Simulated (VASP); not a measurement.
# Cu2O in VASP: further runs, part 2 of 2

VASP 6.6.1. Earlier steps stand in the parts before.

## 6. Relaxation of the atoms, PBE (13.48 Å³/atom)

This run uses another cell than the first one, of 13.48 Å³/atom.

The input, INCAR:

```
SYSTEM = Cu2O
  PREC = Accurate
  ENCUT = 520
  EDIFF = 1E-7
  ISMEAR = -1
  SIGMA = 0.02
  LREAL = .False.
  LASPH = .True.
  NELM = 120
  ALGO = Normal
  ISIF = 2
  LWAVE = .False.
  LCHARG = .False.
  GGA = PE
  IBRION = 2
  NSW = 80
  EDIFFG = -0.02
  GGA_COMPAT = .False.
  NELMIN = 4
```

The input, KPOINTS:

```
Automatic mesh
0
Gamma
  7 7 7
  0 0 0
```

The input, POSCAR:

```
Cu2O
1.0
    4.3246709152      0.0000000000      0.0000000000
    0.0000000000      4.3246709152      0.0000000000
    0.0000000000      0.0000000000      4.3246709152
Cu O
4 2
Direct
    0.2500000000      0.2500000000      0.2500000000
    0.2500000000      0.7500000000      0.7500000000
    0.7500000000      0.7500000000      0.2500000000
    0.7500000000      0.2500000000      0.7500000000
    0.0000000000      0.0000000000      0.0000000000
    0.5000000000      0.5000000000      0.5000000000
```

Potentials or basis: VASP PAW PBE potentials, release 64 (Cu, O).

Started as:

```
$ cat potpaw_PBE.64/Cu/POTCAR potpaw_PBE.64/O/POTCAR > POTCAR
$ mpirun -np 1 vasp_std > vasp.out
```

Run time: 41 s. Hardware: 1 thread of Intel Xeon Platinum 8259CL at 2.50GHz (Skylake/Cascade Lake), shared host; peak memory 0.2 GiB.

The run converged. Its results:

```yaml
Free_energy: -27.2858 eV
Pressure_after_relaxing: -1.3 GPa
Band_gap_on_the_k_mesh: 0.44 eV
```

Final structure:
```
Cu O
1.0
     4.32467    0.00000    0.00000
     0.00000    4.32467    0.00000
     0.00000    0.00000    4.32467
Cu O
4 2
Direct
  0.25000 0.25000 0.25000
  0.25000 0.75000 0.75000
  0.75000 0.75000 0.25000
  0.75000 0.25000 0.75000
  0.00000 0.00000 0.00000
  0.50000 0.50000 0.50000
```

Levels at points of the mesh, in eV from the valence-band top:
```tsv
k point	band 25	band 26	band 27	band 28	band 29	band 30	band 31	band 32
(0.00, 0.00, 0.00)	-1.47	0.00	0.00	0.00	0.44	1.40	1.40	7.68
```

Caveat: the relaxation stopped at its first step, so nothing moved; an odd mesh through Γ misses points on the zone boundary, where band edges can lie.

## 7. Relaxation of the atoms, PBE (z stretched by -2 %)

The input, INCAR:

```
  PREC = Accurate
  ENCUT = 520
  EDIFF = 1E-7
  ISMEAR = -1
  SIGMA = 0.02
  LREAL = False
  LASPH = True
  NELM = 120
  ALGO = Normal
  ISIF = 2
  LWAVE = False
  LCHARG = False
  GGA = PE
  IBRION = 2
  NSW = 80
  EDIFFG = -0.02
  GGA_COMPAT = False
  NELMIN = 4
```

The input, KPOINTS:

```
regular mesh
0
Gamma
  7 7 7
```

POSCAR, as its differences from that of step 6:

```diff
@@ -2,5 +2,5 @@
 1.0
-    4.3246709152      0.0000000000      0.0000000000
-    0.0000000000      4.3246709152      0.0000000000
-    0.0000000000      0.0000000000      4.3246709152
+    4.2685000000      0.0000000000      0.0000000000
+    0.0000000000      4.2685000000      0.0000000000
+    0.0000000000      0.0000000000      4.1831300000
 Cu O
```

Potentials or basis: VASP PAW PBE potentials, release 64 (Cu, O).

Started as:

```
$ cat potpaw_PBE.64/Cu/POTCAR potpaw_PBE.64/O/POTCAR > POTCAR
$ mpirun -np 1 vasp_std > vasp.out
```

OUTCAR:

```text
PREC = Accurate
   ENCUT = 520
   EDIFF = 1E-7
   ISMEAR = -1
   LREAL = False
   LASPH = True
   NELM = 120
   ISIF = 2
   GGA = PE
   IBRION = 2
   NSW = 80
   EDIFFG = -0.02
   NELMIN = 4

 ion  position               nearest neighbor table
   1  0.250  0.250  0.250-   5 1.84   6 1.84
   2  0.250  0.750  0.750-   5 1.84   6 1.84
   3  0.750  0.750  0.250-   5 1.84   6 1.84
   4  0.750  0.250  0.750-   5 1.84   6 1.84
   5  0.000  0.000  0.000-   1 1.84   2 1.84   3 1.84   4 1.84
   6  0.500  0.500  0.500-   1 1.84   2 1.84   3 1.84   4 1.84

  LATTYP: Found a simple tetragonal cell.
 ALAT       =     4.2685000000
 C/A-ratio  =     0.9800000000

  Lattice vectors:

 A1 = (   4.2685000000,   0.0000000000,   0.0000000000)
 A2 = (   0.0000000000,   4.2685000000,   0.0000000000)
 A3 = (   0.0000000000,   0.0000000000,   4.1831300000)

Analysis of symmetry for initial positions (statically):
=====================================================================
 Subroutine PRICEL returns:
 Original cell was already a primitive cell.

 Routine SETGRP: Setting up the symmetry group for a
 simple tetragonal supercell.

 Subroutine GETGRP returns: Found 16 space group operations
 (whereof  8 operations were pure point group operations)
 out of a pool of 16 trial point group operations.

The static configuration has the point symmetry D_2d.
 The point group associated with its full space group is D_4h.

Analysis of symmetry for dynamics (positions and initial velocities):
=====================================================================
 Subroutine PRICEL returns:
 Original cell was already a primitive cell.

 Routine SETGRP: Setting up the symmetry group for a
 simple tetragonal supercell.

 Subroutine GETGRP returns: Found 16 space group operations
[... 131 lines left out ...]
     AMIX     =   0.40;   BMIX     =  1.00
     AMIX_MAG =   1.60;   BMIX_MAG =  1.00
  volume/ion in A,a.u.               =      12.70        85.72
  Fermi-wavevector in a.u.,A,eV,Ry     =   1.477248  2.791595 29.691489  2.182263
  Thomas-Fermi vector in A             =   2.591676
   LORBIT       =      0    0 simple, 1 ext, 2 COOP (PROOUT), +10 PAW based schemes
   GGA     = PE    functional components
   LHFCALC =     F    Hartree Fock is set to
   AEXX    =    0.0000 exact exchange contribution
   IVDW    =     0    specifies the selected vdW correction
   LEPSILON=     F    determine dielectric tensor
   LRPA    =     F    only Hartree local field effects (RPA)
 conjugate gradient relaxation of ions
 non-spin polarized calculation
  energy-cutoff  :      520.00
  volume of cell :       76.22
 maximum number of plane-waves:      2067
 NGX is ok and might be reduce to    32
   NGX = 15   NGY = 15   NGZ = 15

 number of electron      56.0000087 magnetization

 Free energy of the ion-electron system (eV)
  ---------------------------------------------------
  ext. energy  EPLUGINS =         0.00000000
  ---------------------------------------------------
  free energy    TOTEN  =       -27.21862487 eV

  energy without entropy =      -27.21862487  energy(sigma->0) =      -27.21862487

 E-fermi :   5.2410     XC(G=0): -11.1231

 val. band max:        4.9680280912   @ k =   0.0000   0.0000   0.0000
 cond. band min:       5.5055858876   @ k =   0.0000   0.0000   0.0000
 fundamental gap:      0.5375577964
 Fermi energy:         5.2410023143

 k-point     1 :       0.0000    0.0000    0.0000
  band No.  band energies     occupation
      1     -15.3429      2.00000
      2     -14.5777      2.00000
      3      -2.4631      2.00000
      4      -2.4631      2.00000
      5      -2.3775      2.00000
      6      -0.0184      2.00000
[... 853 lines left out ...]
     32       9.1192      0.00000
     33      11.9999      0.00000

 [... further k-points ...]

------------------------ aborting loop because EDIFF is reached ----------------------------------------

  FORCE on cell =-STRESS in cart. coord.  units (eV):
  Direction    XX          YY          ZZ          XY          YZ          ZX
  --------------------------------------------------------------------------------------
  -------------------------------------------------------------------------------------
  Total        2.7669084      2.7669084      2.8927730      0.0000000      0.0000000     -0.0000000
  in kB       58.1638892     58.1638892     60.8097195      0.0000000      0.0000000     -0.0000000
  external PRESSURE =      59.0458327 kB  Pullay stress =       0.0000000 kB

 VOLUME and BASIS-vectors are now :
 -----------------------------------------------------------------------------
  energy-cutoff  :      520.00
  volume of cell :       76.22
      direct lattice vectors                 reciprocal lattice vectors
     4.268500000  0.000000000  0.000000000     0.234274335  0.000000000  0.000000000
     0.000000000  4.268500000  0.000000000     0.000000000  0.234274335  0.000000000
     0.000000000  0.000000000  4.183130000     0.000000000  0.000000000  0.239055444

 POSITION                                       TOTAL-FORCE (eV/Angst)
 -----------------------------------------------------------------------------------
      1.06713      1.06713      1.04578        -0.000000     -0.000000      0.000000
      1.06713      3.20138      3.13735         0.000000     -0.000000     -0.000000
      3.20138      3.20138      1.04578        -0.000000     -0.000000      0.000000
      3.20138      1.06713      3.13735        -0.000000      0.000000     -0.000000
      0.00000      0.00000      0.00000         0.000000      0.000000      0.000000
      2.13425      2.13425      2.09157         0.000000      0.000000      0.000000
 -----------------------------------------------------------------------------------
    total drift:                               -0.000000      0.000000      0.000000

  FREE ENERGIE OF THE ION-ELECTRON SYSTEM (eV)
  ---------------------------------------------------
  free  energy   TOTEN  =       -27.2186248736 eV

  energy  without entropy=      -27.2186248674  energy(sigma->0) =      -27.21862487

 reached required accuracy - stopping structural energy minimisation
```

Wall time 38 s (1 thread of Intel Xeon 6975P-C (Granite Rapids), shared host); peak memory 0.22 GiB.

What came out:

```yaml
Free_energy: -27.2186 eV
Pressure_after_relaxing: 5.9 GPa
Band_gap_on_the_k_mesh: 0.54 eV
```

Stress tensor (GPa, compression positive):
```
5.82 0.00 0.00
0.00 5.82 0.00
0.00 0.00 6.08
```

Final structure:
```
Cu O
1.0
     4.26850    0.00000    0.00000
     0.00000    4.26850    0.00000
     0.00000    0.00000    4.18313
Cu O
4 2
Direct
  0.25000 0.25000 0.25000
  0.25000 0.75000 0.75000
  0.75000 0.75000 0.25000
  0.75000 0.25000 0.75000
  0.00000 0.00000 0.00000
  0.50000 0.50000 0.50000
```

Caveat: the cell differs from its parent crystal (z stretched by -2 %); the relaxation stopped at its first step, so nothing moved; an odd mesh through Γ misses points on the zone boundary, where band edges can lie.

## 8. Overview

```tsv
cell	gap on the mesh (eV)	pressure (GPa)
atoms relaxed from a = 4.297 Å, 6 atoms	0.48	0.8
atoms relaxed from a = 4.269 Å, 6 atoms	0.53	3.2
atoms relaxed from a = 4.352 Å, 6 atoms	0.40	-3.2
atoms relaxed from a = 4.269, b = 4.269, c = 4.354 Å, 6 atoms	0.47	0.9
atoms relaxed from a = 4.325 Å, 6 atoms	0.44	-1.3
atoms relaxed from a = 4.269, b = 4.269, c = 4.183 Å, 6 atoms	0.54	5.9
```

Alike in all rows: task relaxation of the atoms; level PBE; potentials or basis VASP PAW PBE potentials, release 64 (Cu, O); no spin polarisation; k mesh 7 × 7 × 7; cutoff (eV) 520; smearing fermi-dirac 0.02 eV.

Caveats: the relaxation stopped at its first step, so nothing moved; an odd mesh through Γ misses points on the zone boundary, where band edges can lie.

Total energies depend on the potentials used, so only differences within one code and one set of settings carry meaning.
